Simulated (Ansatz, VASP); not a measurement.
**One calculation of InAs, two programs**

The input INCAR:

```
ALGO = Normal ; DIPOL = 0.5 0.5 0.500
EDIFF = 1E-6 ; ENCUT = 520
GGA = PS ; IDIPOL = 3
ISIF = 2 ; ISMEAR = 0
LASPH = T ; LCHARG = F
LDIPOL = T ; LREAL = F
LWAVE = F ; NBANDS = 46
NELM = 80 ; PREC = Accurate
SIGMA = 0.1
```

File KPOINTS:

```
k-points
0
Gamma
  9 9 1
```

Contents of POSCAR:

```
InAs
1.0
    4.3044884346      0.0000000000      0.0000000000
   -2.1522442173      3.7277963347      0.0000000000
    0.0000000000      0.0000000000     26.4224502910
As In
4 4
Direct
    0.0000000000      0.0000000000      0.2838495263
    0.3333333333      0.6666666667      0.4168652024
    0.6666666667      0.3333333333      0.5498808785
    0.0000000000      0.0000000000      0.6828965546
    0.3333333333      0.6666666667      0.3171034454
    0.6666666667      0.3333333333      0.4501191215
    0.0000000000      0.0000000000      0.5831347976
    0.3333333333      0.6666666667      0.7161504737
```

Input for Ansatz:

```yaml
crystal:
  lattice:
    - [4.3044884346, 0.0, 0.0]
    - [-2.1522442173, 3.7277963347, 0.0]
    - [0.0, 0.0, 26.422450291]
  atoms:
    - { symbol: As, position: [0.0, 0.0, 0.2838495263] }
    - { symbol: In, position: [0.3333333333, 0.6666666667, 0.3171034454] }
    - { symbol: As, position: [0.3333333333, 0.6666666667, 0.4168652024] }
    - { symbol: In, position: [0.6666666667, 0.3333333333, 0.4501191215] }
    - { symbol: As, position: [0.6666666667, 0.3333333333, 0.5498808785] }
    - { symbol: In, position: [0.0, 0.0, 0.5831347976] }
    - { symbol: As, position: [0.0, 0.0, 0.6828965546] }
    - { symbol: In, position: [0.3333333333, 0.6666666667, 0.7161504737] }
basis:
  ecutwfc: 420
kpoints:
  mp_grid: { grid: [9, 9, 1] }
hamiltonian:
  xc: pbesol
scf:
  occupations: { method: gaussian, width: 0.1 }
output:
  forces: true
  stress: true
  eigenvalues: true
  write_density: true
  write_potential: true
  elf: true
  volumetric_format: npy
efield:
  axis: 3
  dipole_correction: true
  ramp_width: 0.04
```

Alike in both runs: task single point; functional PBEsol; k mesh 9 × 9 × 1; occupations gaussian, width 0.1 eV; no spin polarisation.

|  | VASP | Ansatz |
| --- | --- | --- |
| version | VASP 6.6.1 | Ansatz 0.2.0 |
| potentials or method | VASP PAW PBE potentials, release 64 (As, In_d), cutoff 520 eV | scalar-relativistic, plane waves, PAW |
| valence electrons in the cell | 72 | 112 |

|  | VASP | Ansatz | Ansatz less VASP |
| --- | --- | --- | --- |
| gap on the k mesh at the Fermi level (eV) | none | none | - |
| rms of the force components (eV/Å) | 0.190 | 0.191 | +0.0009 |

VASP's potentials were made for PBE, not for PBEsol. A gap of «none» marks a metal or a gap that the smearing closes. VASP's potentials hold 72 valence electrons a cell and Ansatz's 112, so a difference there can come from the potentials and not from the codes. Ansatz's warnings: xc potential rough in thin density.
